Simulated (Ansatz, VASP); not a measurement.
## One calculation of Ru, two programs

The input INCAR:

```
  PREC = Accurate
  ENCUT = 520
  EDIFF = 1E-6
  ISMEAR = 0
  SIGMA = 0.15
  LREAL = False
  LASPH = True
  NELM = 100
  ALGO = Fast
  ISIF = 2
  LWAVE = False
  LCHARG = False
  GGA = PE
  NBANDS = 21
```

KPOINTS

```
regular mesh
0
Gamma
  21 21 12
```

File POSCAR:

```
Ru
1.0
    2.6293005771      0.0000000000      0.0000000000
   -1.3146502886      2.2770410939      0.0000000000
    0.0000000000      0.0000000000      4.4135439487
Ru
2
Direct
    0.3333333333      0.6666666667      0.2500000000
    0.6666666667      0.3333333333      0.7500000000
```

Input for Ansatz:

```yaml
crystal:
  lattice:
    - [2.6293005771, 0.0, 0.0]
    - [-1.3146502886, 2.2770410939, 0.0]
    - [0.0, 0.0, 4.4135439487]
  atoms:
    - { symbol: Ru, position: [0.3333333333, 0.6666666667, 0.25] }
    - { symbol: Ru, position: [0.6666666667, 0.3333333333, 0.75] }
basis:
  ecutwfc: 420
kpoints:
  mp_grid: { grid: [21, 21, 12] }
hamiltonian:
  xc: pbe
  pseudopotentials: { kind: paw, azcp: { folder: soft_1 } }
scf:
  occupations: { method: gaussian, width: 0.15 }
output:
  forces: true
  stress: true
  eigenvalues: true
```

Alike in both runs: task single point; functional PBE; k mesh 21 × 21 × 12; occupations gaussian, width 0.15 eV; no spin polarisation.

|  | VASP | Ansatz |
| --- | --- | --- |
| version | VASP 6.6.1 | Ansatz 0.2.0 |
| potentials or method | VASP PAW PBE potentials, release 64 (Ru_pv), cutoff 520 eV | scalar-relativistic, plane waves, PAW |
| valence electrons in the cell | 28 | 32 |

Ansatz gave:

| Quantity | Value |
| --- | --- |
| gap on the k mesh at the Fermi level (eV) | none |
| pressure (GPa) | 14.8 |
| traceless stress, the component that is largest in VASP (GPa) | -20.80 |

Task: What did VASP give for the same quantities?

Result: gap on the k mesh at the Fermi level (eV): none; pressure (GPa): 14.8; traceless stress, the component that is largest in VASP (GPa): -20.77.

A gap of «none» marks a metal or a gap that the smearing closes. VASP's potentials hold 28 valence electrons a cell and Ansatz's 32, so a difference there can come from the potentials and not from the codes.
